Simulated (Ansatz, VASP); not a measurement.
**O: VASP beside Ansatz**

The input INCAR:

```
ALGO = Normal ; EDIFF = 1E-7
ENCUT = 520 ; GGA = PS
ISIF = 2 ; ISMEAR = -1
LASPH = T ; LCHARG = T
LELF = T ; LREAL = F
LVHAR = T ; LWAVE = F
NBANDS = 13 ; NELM = 60
PREC = Accurate ; SIGMA = 0.02
```

The input KPOINTS:

```
k-points
0
Gamma
  10 10 10
```

The input POSCAR:

```
O
1.0
    1.3942929299      0.8049953984      3.3387233343
   -1.3942929299      0.8049953984      3.3387233343
    0.0000000000     -1.6099907968      3.3387233343
O
2
Direct
    0.0577000000      0.0577000000      0.0577000000
    0.9423000000      0.9423000000      0.9423000000
```

Input for Ansatz:

```yaml
crystal:
  lattice:
    - [1.3942929299, 0.8049953984, 3.3387233343]
    - [-1.3942929299, 0.8049953984, 3.3387233343]
    - [0.0, -1.6099907968, 3.3387233343]
  atoms:
    - { symbol: O, position: [0.0577, 0.0577, 0.0577] }
    - { symbol: O, position: [0.9423, 0.9423, 0.9423] }
kpoints:
  mp_grid: { grid: [10, 10, 10] }
  band_path:
    path:
      - [0.0, 0.0, 0.0]
      - [0.5, 0.5, 0.5]
      - [0.7945777149, 0.2054222851, 0.5]
      - [0.5, -0.2054222851, 0.2054222851]
      - [0.5, 0.0, 0.0]
      - [0.0, 0.0, 0.0]
      - [0.3527111426, -0.3527111426, 0.0]
      - [0.6472888574, 0.0, 0.3527111426]
      - [0.5, 0.0, 0.5]
    npoints: 5
scf:
  occupations: { method: fermi_dirac, width: 0.02 }
hamiltonian:
  xc: pbesol
  pseudopotentials: { kind: all_electron, lapw: { basis_error: 0.0005 } }
output:
  forces: true
  stress: true
  eigenvalues: true
```

Change from the starting cell: volume scaled by 0.94.

Alike in both runs: task single point; functional PBEsol; k mesh 10 × 10 × 10; occupations fermi-dirac, width 0.02 eV; no spin polarisation.

```csv
,VASP,Ansatz
version,VASP 6.6.1,Ansatz 0.2.0
potentials or method,"VASP PAW PBE potentials, release 64 (O), cutoff 520 eV","all-electron LAPW, scalar-relativistic"
```

|  | VASP | Ansatz | Ansatz less VASP |
| --- | --- | --- | --- |
| pressure (GPa) | 14.3 | 9.0 | -5.26 |
| traceless stress, the component that is largest in VASP (GPa) | 46.68 | 35.42 | -11.255 |
| rms of the force components (eV/Å) | 3.812 | 2.610 | -1.2027 |

VASP's potentials were made for PBE, not for PBEsol. Atom by atom the forces differ by 1.203 eV/Å (rms over components). One of these differences is far larger than is usual between the two programs; its cause wasn't traced. Ansatz ran all-electron here, and VASP with PAW potentials.

Noted on VASP's run: the standard files for N, O and F lose accuracy on very short bonds; spin is off for a triplet molecule.
